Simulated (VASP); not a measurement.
A run of VASP 6.6.1 is set up as follows.

INCAR

```
  PREC = Accurate
  ENCUT = 600
  EDIFF = 1E-6
  ISMEAR = 0
  SIGMA = 0.1
  LREAL = False
  LASPH = True
  NELM = 100
  ALGO = Normal
  ISIF = 3
  LWAVE = False
  LCHARG = False
  GGA = PE
  IBRION = 2
  NSW = 100
  EDIFFG = -0.01
```

File KPOINTS:

```
regular mesh
0
Gamma
  10 10 10
```

File POSCAR:

```
Ba3Mo
1.0
    0.0000000000      4.1834272047      4.1834272047
    4.1834272047      0.0000000000      4.1834272047
    4.1834272047      4.1834272047      0.0000000000
Ba Mo
3 1
Direct
    0.2500000000      0.2500000000      0.2500000000
    0.7500000000      0.7500000000      0.7500000000
    0.5000000000      0.5000000000      0.5000000000
    0.0000000000      0.0000000000      0.0000000000
```

Potentials or basis: VASP PAW PBE potentials, release 64 (Ba_sv, Mo_sv).

Run with:

```console
$ cat potpaw_PBE.64/Ba_sv/POTCAR potpaw_PBE.64/Mo_sv/POTCAR > POTCAR
$ mpirun -np 1 vasp_std > vasp.out
```

(1) Estimate the space group after relaxing (to 0.05 Å).

(2) What does it give for the relaxed volume?

(3) Estimate the band gap on the k mesh.

(4) Estimate the relaxed cell.

## Answers

(1) Fm-3m (No. 225).

(2) 37.81 Å³/atom.

(3) zero (band 22 reaches 3.67 eV, above the bottom of band 23 at 3.38 eV).

(4) a = 5.980 Å, b = 5.980 Å, c = 5.980 Å, α = 60.00°, β = 60.00°, γ = 60.00°.

Caveat: spin-orbit coupling is left out, which moves the levels of the heavy elements.
